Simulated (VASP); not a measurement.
# Si (Im-3m) in VASP: relaxation of cell and atoms with PBE

Aim: the relaxation of cell and atoms of Si with PBE.

All numbers are computed with VASP 6.6.1; they aren't measurements. Logs are shortened: lines on timing, memory, paths and dates and some standing lists are left out, and cuts for length are marked.

### Step 1. The cell of the first run

It takes space group Im-3m (No. 229, cubic). The conventional cell has a = 2.812 Å, b = 2.812 Å, c = 2.812 Å, α = 90.00°, β = 90.00°, γ = 90.00°. Si (site symmetry m-3m) has 14 Si at 2.44 to 2.81 Å within 3.2 Å.

### Step 2. Relaxation of cell and atoms, PBE

INCAR reads:

```
SYSTEM = Si
PREC = Accurate
ENCUT = 600
EDIFF = 1E-6
ISMEAR = -1
SIGMA = 0.05
LREAL = .False.
LASPH = .True.
NELM = 100
ALGO = Normal
ISIF = 3
LWAVE = .False.
LCHARG = .False.
GGA = PE
IBRION = 2
NSW = 100
EDIFFG = -0.005
```

KPOINTS reads:

```
Automatic mesh
0
Gamma
  18 18 18
  0 0 0
```

POSCAR reads:

```
Si
1.0
   -1.4062500000      1.4062500000      1.4062500000
    1.4062500000     -1.4062500000      1.4062500000
    1.4062500000      1.4062500000     -1.4062500000
Si
1
Direct
    0.0000000000      0.0000000000      0.0000000000
```

Potentials or basis: VASP PAW PBE potentials, release 64 (Si).

On the command line:

```console
cat potpaw_PBE.64/Si/POTCAR > POTCAR
mpirun -np 1 vasp_std > vasp.out
```

OUTCAR:

```text
SYSTEM = Si
   PREC = Accurate
   ENCUT = 600
   EDIFF = 1E-6
   ISMEAR = -1
   LREAL = .False.
   LASPH = .True.
   NELM = 100
   ISIF = 3
   GGA = PE
   IBRION = 2
   NSW = 100
   EDIFFG = -0.005

 ion  position               nearest neighbor table
   1  0.000  0.000  0.000-

  LATTYP: Found a body centered cubic cell.
 ALAT       =     2.8125000000

  Lattice vectors:

 A1 = (  -1.4062500000,   1.4062500000,   1.4062500000)
 A2 = (   1.4062500000,  -1.4062500000,   1.4062500000)
 A3 = (   1.4062500000,   1.4062500000,  -1.4062500000)

Analysis of symmetry for initial positions (statically):
=====================================================================
 Subroutine PRICEL returns:
 Original cell was already a primitive cell.

 Routine SETGRP: Setting up the symmetry group for a
 body centered cubic supercell.

 Subroutine GETGRP returns: Found 48 space group operations
 (whereof 48 operations were pure point group operations)
 out of a pool of 48 trial point group operations.

The static configuration has the point symmetry O_h .

Analysis of symmetry for dynamics (positions and initial velocities):
=====================================================================
 Subroutine PRICEL returns:
 Original cell was already a primitive cell.

 Routine SETGRP: Setting up the symmetry group for a
 body centered cubic supercell.

 Subroutine GETGRP returns: Found 48 space group operations
 (whereof 48 operations were pure point group operations)
 out of a pool of 48 trial point group operations.

The dynamic configuration has the point symmetry O_h .

 Subroutine INISYM returns: Found 48 space group operations
 (whereof 48 operations are pure point group operations),
 and found     1 'primitive' translations

----------------------------------------------------------------------------------------

                                     Primitive cell

  volume of cell :      11.1237

  direct lattice vectors                    reciprocal lattice vectors
    -1.406250000  1.406250000  1.406250000     0.000000000  0.355555556  0.355555556
     1.406250000 -1.406250000  1.406250000     0.355555556  0.000000000  0.355555556
     1.406250000  1.406250000 -1.406250000     0.355555556  0.355555556  0.000000000

  length of vectors
     2.435696448  2.435696448  2.435696448     0.502831489  0.502831489  0.502831489

  position of ions in fractional coordinates (direct lattice)
     0.000000000  0.000000000  0.000000000

  ion indices of the primitive-cell ions
   primitive index   ion index
                 1           1

----------------------------------------------------------------------------------------

 KPOINTS: Automatic mesh

Automatic generation of k-mesh.
 Grid dimensions read from file:
 generate k-points for:   18   18   18

 Generating k-lattice:

  Cartesian coordinates                     Fractional coordinates (reciprocal lattice)
     0.000000000  0.019753086  0.019753086     0.055555556  0.000000000  0.000000000
     0.019753086  0.000000000  0.019753086     0.000000000  0.055555556  0.000000000
     0.019753086  0.019753086  0.000000000     0.000000000  0.000000000  0.055555556

  Length of vectors
     0.027935083  0.027935083  0.027935083

  Shift w.r.t. Gamma in fractional coordinates (k-lattice)
     0.000000000  0.000000000  0.000000000

 Subroutine IBZKPT returns following result:
 ===========================================

 Found    195 irreducible k-points:

 Following reciprocal coordinates:
            Coordinates               Weight
  0.000000  0.000000  0.000000      1.000000
  0.055556  0.000000  0.000000     12.000000
  0.111111  0.000000  0.000000     12.000000
  0.166667  0.000000  0.000000     12.000000
  0.222222  0.000000  0.000000     12.000000
  0.277778  0.000000  0.000000     12.000000
[... 16 lines left out ...]
  0.333333  0.111111  0.000000     48.000000
  0.388889  0.111111  0.000000     48.000000
 [... further k-points ...]
   k-points           NKPTS =    195   k-points in BZ     NKDIM =    195   number of bands    NBANDS=      6
   number of dos      NEDOS =    301   number of ions     NIONS =      1
   total plane-waves  NPLWV =   8000
   dimension x,y,z NGX =    20 NGY =   20 NGZ =   20
   dimension x,y,z NGXF=    40 NGYF=   40 NGZF=   40
   ions per type =               1
   NGX,Y,Z   is equivalent  to a cutoff of  13.65, 13.65, 13.65 a.u.
   NGXF,Y,Z  is equivalent  to a cutoff of  27.30, 27.30, 27.30 a.u.
 SYSTEM =  Si
   PREC   = accura    normal or accurate (medium, high low for compatibility)
   ISTART =      0    job   : 0-new  1-cont  2-samecut
   ICHARG =      2    charge: 1-file 2-atom 10-const
   ISPIN  =      1    spin polarized calculation?
   LNONCOLLINEAR =      F non collinear calculations
   LSORBIT =      F    spin-orbit coupling
   LASPH  =      T    aspherical Exc in radial PAW
   ENCUT  =  600.0 eV  44.10 Ry    6.64 a.u.   4.86  4.86  4.86*2*pi/ulx,y,z
   NELM   =    100;   NELMIN=  2; NELMDL= -5     # of ELM steps
   EDIFF  = 0.1E-05   stopping-criterion for ELM
   LREAL  =      F    real-space projection
   EDIFFG = -.5E-02   stopping-criterion for IOM
   NSW    =    100    number of steps for IOM
   IBRION =      2    ionic relax: 0-MD 1-quasi-New 2-CG
   NFREE  =      1    steps in history (QN), initial steepest desc. (CG)
   ISIF   =      3    stress and relaxation
   ISYM   =      2    0-nonsym 1-usesym 2-fastsym
   POTIM  = 0.5000    time-step for ionic-motion
   TEBEG  =    0.0;   TEEND  =   0.0 temperature during run
   PSTRESS=    0.0 pullay stress
   NELECT =       4.0000    total number of electrons
   NUPDOWN=      -1.0000    fix difference up-down
   EMIN   =  10.00;   EMAX   =-10.00  energy-range for DOS
   EFERMI =   0.00;   METHOD = LEGACY
   ISMEAR =    -1;   SIGMA  =   0.05  broadening in eV -4-tet -1-fermi 0-gaus
   EFERMI_NEDOS =   21; number of points for ismear=-14 and -15
   IALGO  =     38    algorithm
   IMIX   =      4    mixing-type and parameters
     AMIX     =   0.40;   BMIX     =  1.00
     AMIX_MAG =   1.60;   BMIX_MAG =  1.00
  volume/ion in A,a.u.               =      11.12        75.07
  Fermi-wavevector in a.u.,A,eV,Ry     =   1.164159  2.199941 18.439515  1.355266
  Thomas-Fermi vector in A             =   2.300700
   LORBIT       =      0    0 simple, 1 ext, 2 COOP (PROOUT), +10 PAW based schemes
   GGA     = PE    functional components
   LHFCALC =     F    Hartree Fock is set to
   AEXX    =    0.0000 exact exchange contribution
   IVDW    =     0    specifies the selected vdW correction
   LEPSILON=     F    determine dielectric tensor
   LRPA    =     F    only Hartree local field effects (RPA)
 conjugate gradient relaxation of ions
 non-spin polarized calculation
  energy-cutoff  :      600.00
  volume of cell :       11.12
 maximum number of plane-waves:       384
   NGX =  9   NGY =  9   NGZ =  9

--------------------------------------- Ionic step        1  -------------------------------------------

 number of electron       4.0000000 magnetization

 Free energy of the ion-electron system (eV)
  ---------------------------------------------------
  ext. energy  EPLUGINS =         0.00000000
  ---------------------------------------------------
  free energy    TOTEN  =        -4.50471731 eV

  energy without entropy =       -4.50146555  energy(sigma->0) =       -4.50309143

 E-fermi :  13.9145     XC(G=0): -12.2905

 val. band max:       13.8384431919   @ k =  -0.4444   0.4444   0.3889
 cond. band min:      13.9155601214   @ k =   0.2222   0.2222   0.1667
 fundamental gap:      0.0771169295
 Fermi energy:        13.9144587514

 k-point     1 :       0.0000    0.0000    0.0000
  band No.  band energies     occupation
      1      -3.0764      2.00000
      2      27.7276      0.00000
      3      27.7276      0.00000
      4      27.7276      0.00000
      5      29.3582      0.00000
      6      29.3582      0.00000

 k-point     2 :       0.0556    0.0000    0.0000
  band No.  band energies     occupation
      1      -2.9629      2.00000
      2      26.2829      0.00000
      3      26.8047      0.00000
      4      27.3172      0.00000
      5      29.0071      0.00000
      6      30.0704      0.00000
[... 325 lines left out ...]
 POSITION                                       TOTAL-FORCE (eV/Angst)
 -----------------------------------------------------------------------------------
      1.54232     -1.54232      1.54232        -0.000000      0.000000     -0.000000
 -----------------------------------------------------------------------------------
    total drift:                                0.000000     -0.000000      0.000000

  FREE ENERGIE OF THE ION-ELECTRON SYSTEM (eV)
  ---------------------------------------------------
  free  energy   TOTEN  =        -4.9006346258 eV

  energy  without entropy=       -4.8965115960  energy(sigma->0) =       -4.89857311

--------------------------------------- Ionic step        5  -------------------------------------------

 number of electron       3.9999999 magnetization

 Free energy of the ion-electron system (eV)
  ---------------------------------------------------
  ext. energy  EPLUGINS =         0.00000000
  ---------------------------------------------------
  free energy    TOTEN  =        -4.90064756 eV

  energy without entropy =       -4.89651879  energy(sigma->0) =       -4.89858318

 E-fermi :   9.8668     XC(G=0): -11.1468

 val. band max:        9.8597907892   @ k =   0.2222   0.1667   0.1667
 cond. band min:       9.8957817056   @ k =  -0.3889   0.4444   0.2778
 fundamental gap:      0.0359909164
 Fermi energy:         9.8668489496

 k-point     1 :       0.0000    0.0000    0.0000
  band No.  band energies     occupation
      1      -4.3205      2.00000
      2      21.2594      0.00000
      3      21.2594      0.00000
      4      21.2594      0.00000
      5      22.4197      0.00000
      6      22.4197      0.00000

 k-point     2 :       0.0556    0.0000    0.0000
  band No.  band energies     occupation
      1      -4.2261      2.00000
      2      20.0363      0.00000
      3      20.3671      0.00000
      4      21.1258      0.00000
      5      22.1007      0.00000
      6      23.0624      0.00000
[... 220 lines left out ...]
 POSITION                                       TOTAL-FORCE (eV/Angst)
 -----------------------------------------------------------------------------------
     -1.54130      1.54130      1.54130        -0.000000      0.000000      0.000000
 -----------------------------------------------------------------------------------
    total drift:                                0.000000      0.000000     -0.000000

  FREE ENERGIE OF THE ION-ELECTRON SYSTEM (eV)
  ---------------------------------------------------
  free  energy   TOTEN  =        -4.9006475628 eV

  energy  without entropy=       -4.8965187915  energy(sigma->0) =       -4.89858318

 reached required accuracy - stopping structural energy minimisation
```

It took 49 s on 1 thread of Intel Xeon 6975P-C, shared host; peak memory 0.13 GiB.

Results:

* Free energy: -4.9006 eV
* Relaxed volume: 14.65 Å³/atom
* Relaxed cell: a = 2.670 Å, b = 2.670 Å, c = 2.670 Å, α = 109.47°, β = 109.47°, γ = 109.47°
* Space group after relaxing (to 0.05 Å): Im-3m (No. 229)
* Energy gained by relaxing: 395.9 meV/atom
* Ionic steps: 5
* Pressure after relaxing: 0.0 GPa
* Band gap on the k mesh: zero (band 2 reaches 21.26 eV, above the bottom of band 3 at 5.81 eV)

The path:
```tsv
step	energy change (eV)	largest force (eV/Å)	pressure (GPa)	volume (Å³)
1	0.0000	0.0000	46.10	11.12
2	-0.3044	0.0000	-10.34	17.11
3	-0.3959	0.0000	0.32	14.60
4	-0.3959	0.0000	-0.16	14.68
5	-0.3959	0.0000	0.02	14.65
```

Final structure:
```cif
data_structure
_symmetry_space_group_name_H-M 'P 1'
_symmetry_Int_Tables_number 1
_cell_length_a 2.6696
_cell_length_b 2.6696
_cell_length_c 2.6696
_cell_angle_alpha 109.471
_cell_angle_beta 109.471
_cell_angle_gamma 109.471
_cell_volume 14.65
loop_
_atom_site_label
_atom_site_type_symbol
_atom_site_fract_x
_atom_site_fract_y
_atom_site_fract_z
_atom_site_occupancy
Si1 Si 0.00000 0.00000 0.00000 1
```

Caveat: the volume moved by over 15 % at a fixed basis, so the end points are rough.
